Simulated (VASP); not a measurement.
# Ta3N (Cm) in VASP: notebook, part 2 of 2

VASP 6.6.1.

## Step 4: Single point, PBE (atom 2 (Ta) moved -0.080 Å towards its neighbour atom 4 (N) at 2.183 Å)

INCAR

```
SYSTEM = Ta3N
PREC     = Accurate       ! precision mode
ENCUT    = 520            ! plane-wave cutoff, eV
EDIFF    = 1E-7           ! SCF threshold, eV
ISMEAR   = 0              ! smearing method
SIGMA    = 0.15           ! smearing width, eV
LREAL    = .FALSE.        ! projectors in reciprocal space
LASPH    = .TRUE.         ! aspherical terms in the spheres
NELM     = 80             ! most SCF steps
ALGO     = Normal         ! electronic algorithm
ISIF     = 2              ! what is computed and relaxed
LWAVE    = .FALSE.        ! write WAVECAR
LCHARG   = .FALSE.        ! write CHGCAR
GGA      = PE             ! functional
NBANDS   = 27             ! bands
```

KPOINTS

```
Automatic mesh
0
G
  18 18 6
  0 0 0
```

POSCAR

```
Ta3N
1.0
    3.0217748255      0.0000000000      0.0000000000
   -1.5108874128      2.6169337634      0.0000000000
    0.0000000000      0.0000000000      7.5575881873
Ta N
3 1
Direct
    0.0000000000      0.0000000000      0.5000000000
    0.3455496340      0.6910992681      0.1799571229
    0.6666666667      0.3333333333      0.8264049453
    0.0000000000      0.0000000000      0.0000000000
```

Potentials or basis: VASP PAW PBE potentials, release 64 (Ta_pv, N).

On the command line:

```sh
$ cat potpaw_PBE.64/Ta_pv/POTCAR potpaw_PBE.64/N/POTCAR > POTCAR
$ mpirun -np 1 vasp_std > vasp.out
```

OUTCAR:

```text
SYSTEM = Ta3N
   PREC = Accurate
   ENCUT = 520
   EDIFF = 1E-7
   ISMEAR = 0
   LREAL = .FALSE.
   LASPH = .TRUE.
   NELM = 80
   ISIF = 2
   GGA = PE

 ion  position               nearest neighbor table
   1  0.000  0.000  0.500-   2 2.96   2 2.96   2 3.02   3 3.02   3 3.02   3 3.02
   2  0.346  0.691  0.180-   4 2.19   4 2.19   4 2.26   1 2.96   1 2.96   1 3.02   3 3.16   3 3.21
                             3 3.21
   3  0.667  0.333  0.826-   4 2.18   4 2.18   4 2.18   1 3.02   1 3.02   1 3.02   2 3.16   2 3.21
                             2 3.21
   4  0.000  0.000  0.000-   3 2.18   3 2.18   3 2.18   2 2.19   2 2.19   2 2.26

  LATTYP: Found a hexagonal cell.
 ALAT       =     3.0217748255
 C/A-ratio  =     2.5010428055

  Lattice vectors:

 A1 = (   3.0217748255,   0.0000000000,   0.0000000000)
 A2 = (  -1.5108874128,   2.6169337634,   0.0000000000)
 A3 = (   0.0000000000,   0.0000000000,   7.5575881873)

Analysis of symmetry for initial positions (statically):
=====================================================================
 Subroutine PRICEL returns:
 Original cell was already a primitive cell.

 Routine SETGRP: Setting up the symmetry group for a
 hexagonal supercell.

[... 165 lines left out ...]
  ---------------------------------------------------
  free energy    TOTEN  =       -45.60471355 eV

  energy without entropy =      -45.56641845  energy(sigma->0) =      -45.58556600

 E-fermi :   6.6435     XC(G=0): -12.7024

 val. band max:        6.6428787780   @ k =   0.4444   0.2778   0.5000
 cond. band min:       6.6448210817   @ k =  -0.4444  -0.3889   0.1667
 fundamental gap:      0.0019423037
 Fermi energy:         6.6435340349

 k-point     1 :       0.0000    0.0000    0.0000
  band No.  band energies     occupation
      1     -28.4911      2.00000
      2     -28.2519      2.00000
      3     -27.8813      2.00000
      4     -27.8739      2.00000
      5     -27.8558      2.00000
      6     -27.8519      2.00000
[... 709 lines left out ...]
     26       9.7450      0.00000
     27      10.5921      0.00000

 [... further k-points ...]
[... 5 lines left out ...]
  --------------------------------------------------------------------------------------
  -------------------------------------------------------------------------------------
  Total       -0.0574214     -0.5049079      0.2728836      0.0000000     -0.3921534      0.0000000
  in kB       -1.5393824    -13.5358228      7.3155994      0.0000000    -10.5130449      0.0000000
  external PRESSURE =      -2.5865353 kB  Pullay stress =       0.0000000 kB

 VOLUME and BASIS-vectors are now :
 -----------------------------------------------------------------------------
  energy-cutoff  :      520.00
  volume of cell :       59.76
      direct lattice vectors                 reciprocal lattice vectors
     3.021774826  0.000000000  0.000000000     0.330931343  0.191063300  0.000000000
    -1.510887413  2.616933763  0.000000000     0.000000000  0.382126599  0.000000000
     0.000000000  0.000000000  7.557588187     0.000000000  0.000000000  0.132317345

 POSITION                                       TOTAL-FORCE (eV/Angst)
 -----------------------------------------------------------------------------------
      0.00000      0.00000      3.77879         0.000000     -0.001030      0.336341
     -0.00000      1.80856      1.36004         0.000000     -0.275432     -0.673278
      1.51089      0.87231      6.24563         0.000000     -0.042743      0.021751
      0.00000      0.00000      0.00000        -0.000000      0.319205      0.315186
 -----------------------------------------------------------------------------------
    total drift:                               -0.000000      0.000024     -0.000015

  FREE ENERGIE OF THE ION-ELECTRON SYSTEM (eV)
  ---------------------------------------------------
  free  energy   TOTEN  =       -45.6047135499 eV

  energy  without entropy=      -45.5664184479  energy(sigma->0) =      -45.58556600
```

OSZICAR:

```text
N       E                     dE             d eps       ncg     rms          rms(c)
DAV:   1     0.336816314357E+03    0.33682E+03   -0.21192E+04 28296   0.147E+03
DAV:   2    -0.333903177119E+02   -0.37021E+03   -0.36189E+03 31930   0.426E+02
DAV:   3    -0.492501682777E+02   -0.15860E+02   -0.15540E+02 36485   0.810E+01
DAV:   4    -0.495042566395E+02   -0.25409E+00   -0.25268E+00 35744   0.994E+00
DAV:   5    -0.495075040007E+02   -0.32474E-02   -0.32428E-02 36822   0.102E+00    0.286E+01
DAV:   6    -0.460772041265E+02    0.34303E+01   -0.15819E+01 36229   0.238E+01    0.134E+01
DAV:   7    -0.456763045620E+02    0.40090E+00   -0.20417E+00 35110   0.903E+00    0.600E+00
DAV:   8    -0.456301490182E+02    0.46156E-01   -0.57149E-01 38860   0.476E+00    0.102E+00
DAV:   9    -0.456094626929E+02    0.20686E-01   -0.27522E-01 36519   0.322E+00    0.574E-01
DAV:  10    -0.456053600062E+02    0.41027E-02   -0.38681E-02 37369   0.969E-01    0.244E-01
DAV:  11    -0.456048504770E+02    0.50953E-03   -0.56976E-03 38638   0.554E-01    0.145E-01
DAV:  12    -0.456047519587E+02    0.98518E-04   -0.21156E-03 37824   0.325E-01    0.543E-02
DAV:  13    -0.456047139778E+02    0.37981E-04   -0.30842E-04 36027   0.103E-01    0.228E-02
DAV:  14    -0.456047147567E+02   -0.77884E-06   -0.15309E-05 33710   0.273E-02    0.811E-03
DAV:  15    -0.456047135285E+02    0.12282E-05   -0.20169E-06 38552   0.108E-02    0.198E-03
DAV:  16    -0.456047135499E+02   -0.21464E-07   -0.26256E-07 27300   0.336E-03
   1 F= -.45604714E+02 E0= -.45585566E+02  d E =-.382951E-01
```

stdout:

```text
POSCAR found type information on POSCAR TaN
 POSCAR found :  2 types and       4 ions
 scaLAPACK will be used
 LDA part: xc-table for (Slater+PW92), standard interpolation
 POSCAR, INCAR and KPOINTS ok, starting setup
 FFT: planning ... GRIDC
 FFT: planning ... GRID_SOFT
 FFT: planning ... GRID
 WAVECAR not read
 entering main loop
```

Wall time 12 min (1 thread of Oxide Virtual Turin-like, shared host); peak memory 0.69 GiB.

What came out:

* Free energy: -45.6047 eV
* Pressure: -0.3 GPa
* Largest force: 0.727 eV/Å
* Band gap on the k mesh: zero (band 19 reaches 7.12 eV, above the bottom of band 20 at 6.34 eV)

Forces on the atoms (eV/Å):
```
Ta   0.000 -0.001  0.336
Ta   0.000 -0.275 -0.673
Ta   0.000 -0.043  0.022
N    0.000  0.319  0.315
```

Stress tensor (GPa, compression positive):
```
-0.15  0.00  0.00
 0.00 -1.35 -1.05
 0.00 -1.05  0.73
```

Caveat: the cell differs from its parent crystal (atom 2 (Ta) moved -0.080 Å towards its neighbour atom 4 (N) at 2.183 Å); spin-orbit coupling is left out, which moves the levels of the heavy elements.

## Step 5: Single point, PBE (atom 2 (Ta) moved +0.060 Å towards its neighbour atom 4 (N) at 2.183 Å)

INCAR

```
ALGO     = Normal         # electronic algorithm
EDIFF    = 1E-6           # SCF threshold, eV
ENCUT    = 520            # plane-wave cutoff, eV
GGA      = PE             # functional
ISIF     = 2              # what is computed and relaxed
ISMEAR   = 0              # smearing method
LASPH    = True           # aspherical terms in the spheres
LCHARG   = False          # write CHGCAR
LREAL    = False          # projectors in reciprocal space
LWAVE    = False          # write WAVECAR
NBANDS   = 27             # bands
NELM     = 80             # most SCF steps
PREC     = Accurate       # precision mode
SIGMA    = 0.15           # smearing width, eV
```

KPOINTS

```
k-points
0
Gamma
  18 18 6
```

Edit POSCAR of step 4 so:

```diff
@@ -9,3 +9,3 @@
     0.0000000000      0.0000000000      0.5000000000
-    0.3455496340      0.6910992681      0.1799571229
+    0.3241711078      0.6483422156      0.1688235036
     0.6666666667      0.3333333333      0.8264049453
```

On the command line:

```sh
$ cat potpaw_PBE.64/Ta_pv/POTCAR potpaw_PBE.64/N/POTCAR > POTCAR
$ mpirun -np 1 vasp_std > vasp.out
```

Run time: 10 min. Hardware: 1 thread of Oxide Virtual Turin-like, shared host; peak memory 0.69 GiB.

The run converged. Its results:

```yaml
Free_energy: -45.6103 eV
Pressure: 1.1 GPa
Largest_force: 0.716 eV/Å
Band_gap_on_the_k_mesh: zero (band 19 reaches 7.19 eV, above the bottom of band 20 at 6.32 eV)
```

Forces in eV/Å, atoms in the order of the input:
```
Ta   0.000 -0.008 -0.232
Ta   0.000  0.327  0.636
Ta   0.000  0.025 -0.118
N    0.000 -0.344 -0.286
```

Stress tensor (GPa, compression positive):
```
0.87 0.00 0.00
0.00 1.99 0.91
0.00 0.91 0.52
```

Levels at points of the mesh, in eV from the Fermi level:
```
           k point  band 16  band 17  band 18  band 19  band 20  band 21  band 22  band 23
(0.00, 0.00, 0.00)    -1.49    -0.49    -0.45    -0.40     0.34     0.37     0.98     1.82
(0.50, 0.00, 0.00)    -3.07    -1.16    -0.55     0.30     0.81     0.90     3.51     3.91
(0.00, 0.50, 0.00)    -3.07    -1.13    -0.59     0.13     0.84     0.86     3.51     4.02
(0.00, 0.00, 0.50)    -1.35    -1.15    -0.30    -0.26     0.61     0.62     1.19     1.32
(0.50, 0.00, 0.50)    -2.88    -1.30    -1.18     0.17     0.97     1.37     2.48     4.34
(0.00, 0.50, 0.50)    -2.86    -1.28    -1.24     0.12     0.83     1.36     2.51     4.32
```

Caveat: the cell differs from its parent crystal (atom 2 (Ta) moved +0.060 Å towards its neighbour atom 4 (N) at 2.183 Å); spin-orbit coupling is left out, which moves the levels of the heavy elements.
